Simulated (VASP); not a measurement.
Here is a VASP 6.6.1 calculation.

File INCAR:

```
PREC = Accurate
ENCUT = 520
EDIFF = 1E-7
ISMEAR = 0
SIGMA = 0.01
LREAL = F
LASPH = T
NELM = 60
ALGO = Normal
ISIF = 2
LWAVE = F
LCHARG = F
GGA = PE
NBANDS = 19
```

KPOINTS

```
regular mesh
0
Gamma
  4 4 4
```

The input POSCAR:

```
TiO2
1.0
    0.0000000000      2.3968272558      2.3968272558
    2.3968272558      0.0000000000      2.3968272558
    2.3968272558      2.3968272558      0.0000000000
Ti O
1 2
Direct
    0.0000000000      0.0000000000      0.0000000000
    0.2500000000      0.2500000000      0.2500000000
    0.7500000000      0.7500000000      0.7500000000
```

Potentials or basis: VASP PAW PBE potentials, release 64 (Ti_sv, O).

The run is started by

```console
$ cat potpaw_PBE.64/Ti_sv/POTCAR potpaw_PBE.64/O/POTCAR > POTCAR
$ mpirun -np 1 vasp_std > vasp.out
```

**Question.** Estimate the band gap on the k mesh.

**Answer.** 1.12 eV, indirect (least direct gap 1.83 eV).

**Question.** What does it give for the pressure?

**Answer.** 6.7 GPa.

Caveat: the k points lie up to 0.57 Å⁻¹ apart. PBE gaps usually lie below the measured ones, often by a third to a half.
